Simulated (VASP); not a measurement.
Here is a VASP 6.6.1 calculation.

Contents of INCAR:

```
PREC     = Accurate       # precision mode
ENCUT    = 520            # plane-wave cutoff, eV
EDIFF    = 1E-6           # SCF threshold, eV
ISMEAR   = 0              # smearing method
SIGMA    = 0.1            # smearing width, eV
LREAL    = False          # projectors in reciprocal space
LASPH    = True           # aspherical terms in the spheres
NELM     = 100            # most SCF steps
ALGO     = Fast           # electronic algorithm
ISIF     = 2              # what is computed and relaxed
LWAVE    = False          # write WAVECAR
LCHARG   = True           # write CHGCAR
GGA      = PS             # functional
LELF     = True           # ELF
LVHAR    = True         
NBANDS   = 14             # bands
```

KPOINTS

```
regular mesh
0
Gamma
  16 16 14
```

POSCAR

```
AlNi
1.0
    2.0009092357     -2.0009307177      0.0000000000
    2.0009092357      2.0009307177      0.0000000000
    0.0000000000      0.0000000000      2.8404229018
Al Ni
1 1
Direct
    0.0000000000      0.0000000000      0.0000000000
    0.5000000000      0.5000000000      0.5000000000
```

Potentials or basis: VASP PAW PBE potentials, release 64 (Al, Ni).

Launch:

```sh
$ cat potpaw_PBE.64/Al/POTCAR potpaw_PBE.64/Ni/POTCAR > POTCAR
$ mpirun -np 1 vasp_std > vasp.out
```

(1) Estimate the pressure.

Results:

(1) 5.6 GPa.

Caveat: the PAW data sets were made with another functional, which shifts forces and pressure a little.
